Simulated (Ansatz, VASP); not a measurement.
**SrTiO3 in VASP and in Ansatz**

```
CELL_PARAMETERS angstrom
3.90685 0.00000 0.00000
0.00000 3.90685 0.00000
0.00000 0.00000 3.90685
ATOMIC_POSITIONS crystal
Sr 0.50000 0.50000 0.50000
Ti 0.00000 0.00000 0.00000
O 0.50000 0.00000 0.00000
O 0.00000 0.50000 0.00000
O 0.00000 0.00000 0.50000
```

Alike in both runs: functional r2SCAN; k mesh 8 × 8 × 8; occupations gaussian, width 0.02 eV; no spin polarisation.

Ansatz relaxed the structure, and its values are those at the end. VASP's run is a single point on that final structure, the one shown.

|  | VASP | Ansatz |
| --- | --- | --- |
| version | VASP 6.6.1 | Ansatz 0.2.0 |
| potentials or method | VASP PAW PBE potentials, release 64 (Sr_sv, Ti_sv, O), cutoff 520 eV | scalar-relativistic, plane waves, PAW |
| valence electrons in the cell | 40 | 40 |

Ansatz gave:

| Item | Value |
| --- | --- |
| gap on the k mesh at the Fermi level (eV) | 2.26 |
| least direct gap on the mesh (eV) | 2.63 |
| pressure (GPa) | 0.0 |

Question: Which values does VASP return?

Answer: gap on the k mesh at the Fermi level (eV): 2.27; least direct gap on the mesh (eV): 2.66; pressure (GPa): 0.9.

VASP's potentials were made for PBE, not for r2SCAN.
